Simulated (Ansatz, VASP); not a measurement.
## Two plane-wave programs on Si2W

File INCAR:

```
PREC = Accurate
ENCUT = 520
EDIFF = 1E-8
ISMEAR = -1
SIGMA = 0.05
LREAL = False
LASPH = True
NELM = 60
ALGO = Normal
ISIF = 2
LWAVE = False
LCHARG = False
GGA = PS
LEFG = True
NBANDS = 18
```

Contents of KPOINTS:

```
regular mesh
0
Gamma
  13 13 13
```

Contents of POSCAR:

```
Si2W
1.0
   -1.6069000000      1.6069000000      3.9149500000
    1.6069000000     -1.6069000000      3.9149500000
    1.6069000000      1.6069000000     -3.9149500000
Si W
2 1
Direct
    0.4041260000      0.4041260000      0.0000000000
    0.5958740000      0.5958740000      0.0000000000
    0.0000000000      0.0000000000      0.0000000000
```

Input for Ansatz:

```yaml
crystal:
  lattice:
    - [-1.6069, 1.6069, 3.91495]
    - [1.6069, -1.6069, 3.91495]
    - [1.6069, 1.6069, -3.91495]
  atoms:
    - { symbol: Si, position: [0.404126, 0.404126, 0.0] }
    - { symbol: Si, position: [0.595874, 0.595874, 0.0] }
    - { symbol: W, position: [0.0, 0.0, 0.0] }
kpoints:
  mp_grid: { grid: [13, 13, 13] }
scf:
  occupations: { method: fermi_dirac, width: 0.05 }
hamiltonian:
  xc: pbesol
  pseudopotentials: { kind: paw }
output:
  forces: true
  stress: true
  eigenvalues: true
  efg: { contact_densities: true }
  populations: true
```

Change from the starting cell: shortest bond scaled by 0.58, PAW files.

Alike in both runs: task electric field gradients; functional PBEsol; k mesh 13 × 13 × 13; occupations fermi-dirac, width 0.05 eV; no spin polarisation.

|  | VASP | Ansatz |
| --- | --- | --- |
| version | VASP 6.6.1 | Ansatz 0.2.0 |
| potentials or method | VASP PAW PBE potentials, release 64 (Si, W_sv) | PAW with Ansatz's default frozen-core files, scalar-relativistic |
| plane-wave cutoff (eV) | 520 | 420 |
| valence electrons in the cell | 22 | 22 |

|  | VASP | Ansatz | Ansatz less VASP |
| --- | --- | --- | --- |
| pressure (GPa) | 109.9 | 109.6 | -0.29 |
| traceless stress, the component that is largest in VASP (GPa) | 138.14 | 138.92 | +0.778 |
| rms of the force components (eV/Å) | 21.694 | 21.738 | +0.0438 |
| size of Vzz on the site where it differs most (V/Å²) | 127.8 | 13.8 | -113.99 |

VASP's potentials were made for PBE, not for PBEsol. Atom by atom the forces differ by 0.044 eV/Å (rms over components). Both programs put the cell under a high pressure, so it lies far from rest at this level.

Spin-orbit coupling is off throughout. Noted on VASP's run: the cell as given lies far from equilibrium.
